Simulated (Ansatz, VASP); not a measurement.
This is a calculation of SiC for VASP 6.6.1.

INCAR

```
SYSTEM = SiC
ALGO = Normal
EDIFF = 1E-7
ENCUT = 520
GGA = PS
ISIF = 2
ISMEAR = -1
IVDW = 13
LASPH = .True.
LCHARG = .True.
LELF = .True.
LREAL = .False.
LVHAR = .True.
LWAVE = .False.
NBANDS = 16
NELM = 100
PREC = Accurate
SIGMA = 0.05
```

The input KPOINTS:

```
k-points
0
Gamma
  10 10 5
  0 0 0
```

File POSCAR:

```
SiC
1.0
    3.0132068704      0.0000000000      0.0000000000
   -1.5066034352      2.6095136966      0.0000000000
    0.0000000000      0.0000000000      4.9449506768
Si C
2 2
Direct
    0.6666666667      0.3333333333      0.5000000000
    0.3333333333      0.6666666667      0.0000000000
    0.6666666667      0.3333333333      0.8850000000
    0.3333333333      0.6666666667      0.3850000000
```

Potentials or basis: VASP PAW PBE potentials, release 64 (Si, C).

Run with:

```console
$ cat potpaw_PBE.64/Si/POTCAR potpaw_PBE.64/C/POTCAR > POTCAR
$ mpirun -np 1 vasp_std > vasp.out
```

Q: Translate it to Ansatz 0.2.0. Potentials there: Ansatz PAW.

A: As run (the cutoff follows the program's own potentials):

input.yaml

```yaml
crystal:
  lattice:
    - [3.0132068704, 0.0, 0.0]
    - [-1.5066034352, 2.6095136966, 0.0]
    - [0.0, 0.0, 4.9449506768]
  atoms:
    - { symbol: Si, position: [0.6666666667, 0.3333333333, 0.5] }
    - { symbol: Si, position: [0.3333333333, 0.6666666667, 0.0] }
    - { symbol: C, position: [0.6666666667, 0.3333333333, 0.885] }
    - { symbol: C, position: [0.3333333333, 0.6666666667, 0.385] }
hamiltonian:
  xc: pbesol
  pseudopotentials: { kind: paw }
  dispersion: d4
kpoints:
  mp_grid: { grid: [10, 10, 5] }
scf:
  occupations: { method: fermi_dirac, width: 0.05 }
output:
  forces: true
  stress: true
  eigenvalues: true
```

Potentials or basis: Ansatz PAW.

Launch:

```bash
$ ansatz run input.yaml --threads 2 --pin off --max-ram 5120MiB --backend cpu --events-out ev --progress --plain --runs-dir out
```

Both were run:

|  | VASP | Ansatz | Ansatz less VASP |
| --- | --- | --- | --- |
| gap on the k mesh at the Fermi level (eV) | 2.22 | 2.23 | +0.010 |
| least direct gap on the mesh (eV) | 4.08 | 4.09 | +0.009 |
| pressure (GPa) | 13.5 | 13.0 | -0.41 |
| traceless stress, the component that is largest in VASP (GPa) | -5.14 | -5.09 | +0.051 |
| rms of the force components (eV/Å) | 0.491 | 0.489 | -0.0022 |

VASP's potentials were made for PBE, not for PBEsol. Atom by atom the forces differ by 0.002 eV/Å (rms over components).

Noted on Ansatz's run: odd divisions of the mesh miss points on the zone boundary, where band edges often lie, so the gap on the mesh can be too wide.
